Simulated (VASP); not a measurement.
Set up this calculation in VASP 6.6.1, as the native input.

* Task: single point
* Functional: PBE
* Potentials or basis: VASP PAW PBE potentials, release 64 (Ta_pv, N)
* Cutoff: 520 eV
* k mesh: 6 × 6 × 6
* Occupations: gaussian, width 0.1 eV
* Spin: no spin polarisation
* Dipole correction: no
* Further INCAR settings: ALGO = Normal; EDIFF = 1e-06; NBANDS = 33

The structure of TaN lies in POSCAR:

```
TaN
1.0
    5.2757024537      0.0000000000      0.0000000000
   -2.6378512269      4.5688923477      0.0000000000
    0.0000000000      0.0000000000      2.9159365632
Ta N
3 3
Direct
    0.0000000000      0.0000000000      0.0000000000
    0.3333333333      0.6666666667      0.5000000000
    0.6666666667      0.3333333333      0.5000000000
    0.5000000000      0.0000000000      0.0000000000
    0.5000000000      0.5000000000      0.0000000000
    0.0000000000      0.5000000000      0.0000000000
```

One way to write it, as run:

INCAR

```
PREC = Accurate ; ENCUT = 520
EDIFF = 1E-6 ; ISMEAR = 0
SIGMA = 0.1 ; LREAL = False
LASPH = True ; NELM = 80
ALGO = Normal ; ISIF = 2
LWAVE = False ; LCHARG = False
GGA = PE ; NBANDS = 33
```

KPOINTS

```
Automatic mesh
0
Gamma
  6 6 6
```

Potentials or basis: VASP PAW PBE potentials, release 64 (Ta_pv, N).

Command:

```sh
$ cat potpaw_PBE.64/Ta_pv/POTCAR potpaw_PBE.64/N/POTCAR > POTCAR
$ mpirun -np 1 vasp_std > vasp.out
```

It gave:

| Quantity | Value |
| --- | --- |
| Pressure | 0.6 GPa |
| Band gap on the k mesh | zero (band 24 reaches 8.65 eV, above the bottom of band 25 at 6.62 eV) |

Caveat: spin-orbit coupling is left out, which moves the levels of the heavy elements.

Run time: 40 s on 1 thread of Intel(R) Xeon(R) Platinum 8559C (Emerald Rapids), with other jobs on the host, peak memory 0.21 GiB.
